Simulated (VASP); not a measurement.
# Al (Fm-3m) in VASP: settings compared

Al is run at these levels: PBE+D3(BJ), PBE, PBEsol; tasks: single point.

All numbers are computed with VASP 6.6.1; they aren't measurements. Logs are shortened: lines on timing, memory, paths and dates and some standing lists are left out, and cuts for length are marked.

## Step 1: The cell of the first run

Symmetry: Fm-3m, No. 225, cubic system. Conventional cell: a = 3.984 Å, b = 3.984 Å, c = 3.984 Å, α = 90.00°, β = 90.00°, γ = 90.00°. Al (site symmetry m-3m) has 12 Al at 2.82 Å within 3.7 Å.

## Step 2: Single point, PBE+D3(BJ)

The input, INCAR:

```
ALGO     = Normal         # electronic algorithm
EDIFF    = 1E-7           # SCF threshold, eV
ENCUT    = 520            # plane-wave cutoff, eV
GGA      = PE             # functional
ISIF     = 2              # what is computed and relaxed
ISMEAR   = -1             # smearing method
IVDW     = 12             # dispersion correction
LASPH    = T              # aspherical terms in the spheres
LCHARG   = F              # write CHGCAR
LREAL    = F              # projectors in reciprocal space
LWAVE    = F              # write WAVECAR
NBANDS   = 8              # bands
NELM     = 80             # most SCF steps
PREC     = Accurate       # precision mode
SIGMA    = 0.1            # smearing width, eV
```

The input, KPOINTS:

```
k-points
0
Gamma
  16 16 16
```

The input, POSCAR:

```
Al
1.0
    0.0000000000      1.9919134762      1.9919134762
    1.9919134762      0.0000000000      1.9919134762
    1.9919134762      1.9919134762      0.0000000000
Al
1
Direct
    0.0000000000      0.0000000000      0.0000000000
```

Potentials or basis: VASP PAW PBE potentials, release 64 (Al).

The run is started by

```sh
$ cat potpaw_PBE.64/Al/POTCAR > POTCAR
$ mpirun -np 1 vasp_std > vasp.out
```

OUTCAR:

```text
EDIFF = 1E-7
   ENCUT = 520
   GGA = PE
   ISIF = 2
   ISMEAR = -1
   IVDW = 12
   LASPH = T
   LREAL = F
   NELM = 80
   PREC = Accurate
 IVDW          = 12

 ion  position               nearest neighbor table
   1  0.000  0.000  0.000-

  LATTYP: Found a face centered cubic cell.
 ALAT       =     3.9838269524

  Lattice vectors:

 A1 = (   0.0000000000,   1.9919134762,   1.9919134762)
 A2 = (   1.9919134762,   0.0000000000,   1.9919134762)
 A3 = (   1.9919134762,   1.9919134762,   0.0000000000)

Analysis of symmetry for initial positions (statically):
=====================================================================
 Subroutine PRICEL returns:
 Original cell was already a primitive cell.

 Routine SETGRP: Setting up the symmetry group for a
 face centered cubic supercell.

 Subroutine GETGRP returns: Found 48 space group operations
 (whereof 48 operations were pure point group operations)
 out of a pool of 48 trial point group operations.

The static configuration has the point symmetry O_h .

Analysis of symmetry for dynamics (positions and initial velocities):
=====================================================================
 Subroutine PRICEL returns:
 Original cell was already a primitive cell.

 Routine SETGRP: Setting up the symmetry group for a
 face centered cubic supercell.

 Subroutine GETGRP returns: Found 48 space group operations
 (whereof 48 operations were pure point group operations)
 out of a pool of 48 trial point group operations.

The dynamic configuration has the point symmetry O_h .

 Subroutine INISYM returns: Found 48 space group operations
 (whereof 48 operations are pure point group operations),
 and found     1 'primitive' translations

----------------------------------------------------------------------------------------

                                     Primitive cell

  volume of cell :      15.8067

  direct lattice vectors                    reciprocal lattice vectors
     0.000000000  1.991913476  1.991913476    -0.251014919  0.251014919  0.251014919
     1.991913476  0.000000000  1.991913476     0.251014919 -0.251014919  0.251014919
     1.991913476  1.991913476  0.000000000     0.251014919  0.251014919 -0.251014919

  length of vectors
     2.816991053  2.816991053  2.816991053     0.434770593  0.434770593  0.434770593

  position of ions in fractional coordinates (direct lattice)
     0.000000000  0.000000000  0.000000000

  ion indices of the primitive-cell ions
   primitive index   ion index
                 1           1

----------------------------------------------------------------------------------------

 KPOINTS: k-points

Automatic generation of k-mesh.
 Grid dimensions read from file:
 generate k-points for:   16   16   16

 Generating k-lattice:

  Cartesian coordinates                     Fractional coordinates (reciprocal lattice)
    -0.015688432  0.015688432  0.015688432     0.062500000  0.000000000  0.000000000
     0.015688432 -0.015688432  0.015688432     0.000000000  0.062500000  0.000000000
     0.015688432  0.015688432 -0.015688432     0.000000000  0.000000000  0.062500000

  Length of vectors
     0.027173162  0.027173162  0.027173162

  Shift w.r.t. Gamma in fractional coordinates (k-lattice)
     0.000000000  0.000000000  0.000000000

 Subroutine IBZKPT returns following result:
 ===========================================

 Found    145 irreducible k-points:

 Following reciprocal coordinates:
            Coordinates               Weight
  0.000000  0.000000  0.000000      1.000000
  0.062500  0.000000  0.000000      8.000000
  0.125000  0.000000  0.000000      8.000000
  0.187500  0.000000  0.000000      8.000000
  0.250000  0.000000  0.000000      8.000000
  0.312500  0.000000  0.000000      8.000000
[... 16 lines left out ...]
 -0.125000  0.062500  0.000000     24.000000
 -0.062500  0.062500  0.000000     12.000000
 [... further k-points ...]
   k-points           NKPTS =    145   k-points in BZ     NKDIM =    145   number of bands    NBANDS=      8
   number of dos      NEDOS =    301   number of ions     NIONS =      1
   total plane-waves  NPLWV =  13824
   dimension x,y,z NGX =    24 NGY =   24 NGZ =   24
   dimension x,y,z NGXF=    48 NGYF=   48 NGZF=   48
   ions per type =               1
   NGX,Y,Z   is equivalent  to a cutoff of  14.16, 14.16, 14.16 a.u.
   NGXF,Y,Z  is equivalent  to a cutoff of  28.33, 28.33, 28.33 a.u.
 SYSTEM =  unknown system
   PREC   = accura    normal or accurate (medium, high low for compatibility)
   ISTART =      0    job   : 0-new  1-cont  2-samecut
   ICHARG =      2    charge: 1-file 2-atom 10-const
   ISPIN  =      1    spin polarized calculation?
   LNONCOLLINEAR =      F non collinear calculations
   LSORBIT =      F    spin-orbit coupling
   LASPH  =      T    aspherical Exc in radial PAW
   ENCUT  =  520.0 eV  38.22 Ry    6.18 a.u.   5.24  5.24  5.24*2*pi/ulx,y,z
   NELM   =     80;   NELMIN=  2; NELMDL= -5     # of ELM steps
   EDIFF  = 0.1E-06   stopping-criterion for ELM
   LREAL  =      F    real-space projection
   EDIFFG = 0.1E-05   stopping-criterion for IOM
   NSW    =      0    number of steps for IOM
   IBRION =     -1    ionic relax: 0-MD 1-quasi-New 2-CG
   NFREE  =      0    steps in history (QN), initial steepest desc. (CG)
   ISIF   =      2    stress and relaxation
   ISYM   =      2    0-nonsym 1-usesym 2-fastsym
   POTIM  = 0.5000    time-step for ionic-motion
   TEBEG  =    0.0;   TEEND  =   0.0 temperature during run
   PSTRESS=    0.0 pullay stress
   NELECT =       3.0000    total number of electrons
   NUPDOWN=      -1.0000    fix difference up-down
   EMIN   =  10.00;   EMAX   =-10.00  energy-range for DOS
   EFERMI =   0.00;   METHOD = LEGACY
   ISMEAR =    -1;   SIGMA  =   0.10  broadening in eV -4-tet -1-fermi 0-gaus
   EFERMI_NEDOS =   21; number of points for ismear=-14 and -15
   IALGO  =     38    algorithm
   IMIX   =      4    mixing-type and parameters
     AMIX     =   0.40;   BMIX     =  1.00
     AMIX_MAG =   1.60;   BMIX_MAG =  1.00
  volume/ion in A,a.u.               =      15.81       106.67
  Fermi-wavevector in a.u.,A,eV,Ry     =   0.940809  1.777871 12.042809  0.885122
  Thomas-Fermi vector in A             =   2.068258
   LORBIT       =      0    0 simple, 1 ext, 2 COOP (PROOUT), +10 PAW based schemes
   GGA     = PE    functional components
   LHFCALC =     F    Hartree Fock is set to
   AEXX    =    0.0000 exact exchange contribution
   IVDW    =    12    specifies the selected vdW correction
   LEPSILON=     F    determine dielectric tensor
   LRPA    =     F    only Hartree local field effects (RPA)
 non-spin polarized calculation
  energy-cutoff  :      520.00
  volume of cell :       15.81
 maximum number of plane-waves:       444
 NGX is ok and might be reduce to    24
   NGX = 11   NGY = 11   NGZ = 11

 number of electron       3.0000000 magnetization

 Free energy of the ion-electron system (eV)
  ---------------------------------------------------
  ext. energy  EPLUGINS =         0.00000000
  ---------------------------------------------------
  free energy    TOTEN  =        -3.74912297 eV

  energy without entropy =       -3.73831120  energy(sigma->0) =       -3.74371709

 E-fermi :   8.4897     XC(G=0): -10.3529

 val. band max:        8.4431591190   @ k =  -0.2500   0.3125   0.1250
 cond. band min:       8.5480018833   @ k =  -0.2500   0.5000   0.2500
 fundamental gap:      0.1048427642
 Fermi energy:         8.4897485207

 k-point     1 :       0.0000    0.0000    0.0000
  band No.  band energies     occupation
      1      -2.9792      2.00000
      2      21.3153      0.00000
      3      21.3153      0.00000
      4      21.3153      0.00000
      5      23.1385      0.00000
      6      23.1385      0.00000
      7      23.1385      0.00000
      8      25.2354      0.00000

 k-point     2 :       0.0625    0.0000    0.0000
  band No.  band energies     occupation
      1      -2.8700      2.00000
      2      19.5463      0.00000
      3      20.9820      0.00000
      4      20.9820      0.00000
      5      23.6444      0.00000
      6      23.6444      0.00000
      7      23.6720      0.00000
      8      26.3930      0.00000

 k-point     3 :       0.1250    0.0000    0.0000
  band No.  band energies     occupation
      1      -2.5427      2.00000
      2      16.9767      0.00000
      3      20.4357      0.00000
      4      20.4357      0.00000
      5      23.6208      0.00000
      6      24.6562      0.00000
      7      24.6562      0.00000
      8      26.5225      0.00000

 k-point     4 :       0.1875    0.0000    0.0000
  band No.  band energies     occupation
      1      -1.9991      2.00000
      2      14.4218      0.00000
      3      19.9792      0.00000
      4      19.9792      0.00000
      5      23.3981      0.00000
      6      24.7849      0.00000
      7      24.7849      0.00000
      8      26.3993      0.00000

 k-point     5 :       0.2500    0.0000    0.0000
  band No.  band energies     occupation
      1      -1.2417      2.00000
      2      11.9823      0.00000
      3      19.6760      0.00000
      4      19.6760      0.00000
      5      23.2180      0.00000
      6      23.6335      0.00000
      7      23.6335      0.00000
      8      27.7351      0.00000
[... 177 lines left out ...]
 k-point    22 :      -0.1875    0.0625    0.0000
  band No.  band energies     occupation
      1      -1.6739      2.00000
      2      13.6564      0.00000
      3      17.9286      0.00000
      4      21.2212      0.00000
      5      23.2423      0.00000
      6      24.0285      0.00000
      7      24.8570      0.00000
      8      25.6158      0.00000

 k-point    23 :      -0.1250    0.0625    0.0000
  band No.  band energies     occupation
      1      -2.2888      2.00000
      2      16.1345      0.00000
      3      18.4055      0.00000
      4      21.5247      0.00000
      5      23.9122      0.00000
      6      24.1809      0.00000
      7      24.9984      0.00000
      8      25.7058      0.00000

 k-point    24 :      -0.0625    0.0625    0.0000
  band No.  band energies     occupation
      1      -2.6881      2.00000
      2      18.4346      0.00000
      3      19.2605      0.00000
      4      21.5989      0.00000
      5      23.3277      0.00000
      6      24.0959      0.00000
      7      24.7299      0.00000
      8      26.3248      0.00000

 [... further k-points ...]

------------------------ aborting loop because EDIFF is reached ----------------------------------------

 Edisp (eV)   -0.35168

 E8    (eV) :    -0.1574

  FORCE on cell =-STRESS in cart. coord.  units (eV):
  Direction    XX          YY          ZZ          XY          YZ          ZX
  --------------------------------------------------------------------------------------
  -------------------------------------------------------------------------------------
  Total      -0.00687    -0.00687    -0.00687     0.00000    -0.00000     0.00000
  in kB      -0.69636    -0.69636    -0.69636     0.00000    -0.00000     0.00000
  external pressure =       -0.70 kB  Pullay stress =        0.00 kB

 VOLUME and BASIS-vectors are now :
 -----------------------------------------------------------------------------
  energy-cutoff  :      520.00
  volume of cell :       15.81
      direct lattice vectors                 reciprocal lattice vectors
     0.000000000  1.991913476  1.991913476    -0.251014919  0.251014919  0.251014919
     1.991913476  0.000000000  1.991913476     0.251014919 -0.251014919  0.251014919
     1.991913476  1.991913476  0.000000000     0.251014919  0.251014919 -0.251014919

 POSITION                                       TOTAL-FORCE (eV/Angst)
 -----------------------------------------------------------------------------------
      0.00000      0.00000      0.00000        -0.000000      0.000000     -0.000000
 -----------------------------------------------------------------------------------
    total drift:                               -0.000000      0.000000      0.000000

  FREE ENERGIE OF THE ION-ELECTRON SYSTEM (eV)
  ---------------------------------------------------
  free  energy   TOTEN  =        -4.1008076177 eV

  energy  without entropy=       -4.0899958493  energy(sigma->0) =       -4.09540173
```

It took 10 s on 1 thread of Intel Xeon Platinum 8259CL at 2.50GHz (Skylake/Cascade Lake), shared host; peak memory 0.14 GiB.

Results:

* Free energy: -4.1008 eV
* Pressure: -0.1 GPa
* Dispersion energy per atom: -0.352 eV

Caveat: pairwise dispersion overbinds metals, which lowers pressure and volume.

## Step 3: Single point, PBE

This run uses another cell than the first one, of 16.50 Å³/atom, 1.044 times its volume.

The input, INCAR:

```
ALGO     = Normal         # electronic algorithm
EDIFF    = 1E-7           # SCF threshold, eV
ENCUT    = 520            # plane-wave cutoff, eV
GGA      = PE             # functional
ISIF     = 2              # what is computed and relaxed
ISMEAR   = -1             # smearing method
LASPH    = T              # aspherical terms in the spheres
LCHARG   = T              # write CHGCAR
LELF     = T              # ELF
LREAL    = F              # projectors in reciprocal space
LVHAR    = T            
LWAVE    = F              # write WAVECAR
NBANDS   = 8              # bands
NELM     = 100            # most SCF steps
PREC     = Accurate       # precision mode
SIGMA    = 0.1            # smearing width, eV
```

KPOINTS is that of step 2.

The input, POSCAR:

```
Al
1.0
    0.0000000000      2.0206216982      2.0206216982
    2.0206216982      0.0000000000      2.0206216982
    2.0206216982      2.0206216982      0.0000000000
Al
1
Direct
    0.0000000000      0.0000000000      0.0000000000
```

Potentials or basis: VASP PAW PBE potentials, release 64 (Al).

The run is started by

```sh
$ cat potpaw_PBE.64/Al/POTCAR > POTCAR
$ mpirun -np 1 vasp_std > vasp.out
```

Run time: 10 s. Hardware: 1 thread of Intel Xeon Platinum 8259CL at 2.50GHz (Skylake/Cascade Lake), shared host; peak memory 0.14 GiB.

It converged, with:

```yaml
Free_energy: -3.7566 eV
Pressure: 0.0 GPa
```

Levels at points of the mesh, in eV from the Fermi level:
| k point | band 1 | band 2 | band 3 | band 4 | band 5 |
| --- | --- | --- | --- | --- | --- |
| (0.00, 0.00, 0.00) | -11.17 | 12.59 | 12.59 | 12.59 | 14.08 |
| (0.50, 0.00, 0.00) | -4.63 | -4.41 | 11.38 | 11.38 | 11.43 |
| (0.50, 0.50, 0.00) | -2.96 | -1.63 | 5.22 | 5.56 | 5.56 |

## Step 4: Single point, PBEsol

This run uses another cell than the first one, of 16.19 Å³/atom, 1.024 times its volume.

The input, INCAR:

```
ALGO     = Normal         # electronic algorithm
EDIFF    = 1E-6           # SCF threshold, eV
ENCUT    = 520            # plane-wave cutoff, eV
GGA      = PS             # functional
ISIF     = 2              # what is computed and relaxed
ISMEAR   = -1             # smearing method
LASPH    = True           # aspherical terms in the spheres
LCHARG   = False          # write CHGCAR
LREAL    = False          # projectors in reciprocal space
LWAVE    = False          # write WAVECAR
NBANDS   = 8              # bands
NELM     = 100            # most SCF steps
PREC     = Accurate       # precision mode
SIGMA    = 0.1            # smearing width, eV
```

KPOINTS is that of step 3.

The input, POSCAR:

```
Al
1.0
    0.0000000000      2.0079709027      2.0079709027
    2.0079709027      0.0000000000      2.0079709027
    2.0079709027      2.0079709027      0.0000000000
Al
1
Direct
    0.0000000000      0.0000000000      0.0000000000
```

The run is started by

```sh
$ cat potpaw_PBE.64/Al/POTCAR > POTCAR
$ mpirun -np 1 vasp_std > vasp.out
```

Run time: 8.6 s. Hardware: 1 thread of Intel Xeon Platinum 8259CL at 2.50GHz (Skylake/Cascade Lake), shared host; peak memory 0.14 GiB.

It converged, with:

```yaml
Free_energy: -4.1028 eV
Pressure: 0.0 GPa
```

Levels at points of the mesh, in eV from the Fermi level:
```csv
k point,band 1,band 2,band 3,band 4
"(0.00, 0.00, 0.00)",-11.29,12.67,12.67,12.67
"(0.50, 0.00, 0.00)",-4.70,-4.43,11.49,11.49
"(0.50, 0.50, 0.00)",-3.00,-1.64,5.23,5.64
```

Caveat: the PAW data sets were made with another functional, which shifts forces and pressure a little.

## Step 5: The runs side by side

```tsv
level	cell	gap on the mesh (eV)	pressure (GPa)
PBE+D3(BJ)	a = 2.817 Å, angles 60.0°, 1 atom	none	-0.1
PBE	a = 2.858 Å, angles 60.0°, 1 atom	none	0.0
PBEsol	a = 2.840 Å, angles 60.0°, 1 atom	none	0.0
```

Alike in all rows: task single point; potentials or basis VASP PAW PBE potentials, release 64 (Al); no spin polarisation; k mesh 16 × 16 × 16; cutoff (eV) 520; smearing fermi-dirac 0.1 eV.

Caveats: pairwise dispersion overbinds metals, which lowers pressure and volume (some runs); the PAW data sets were made with another functional, which shifts forces and pressure a little (some runs).

Absolute energies hang on the potentials; compare differences alone.
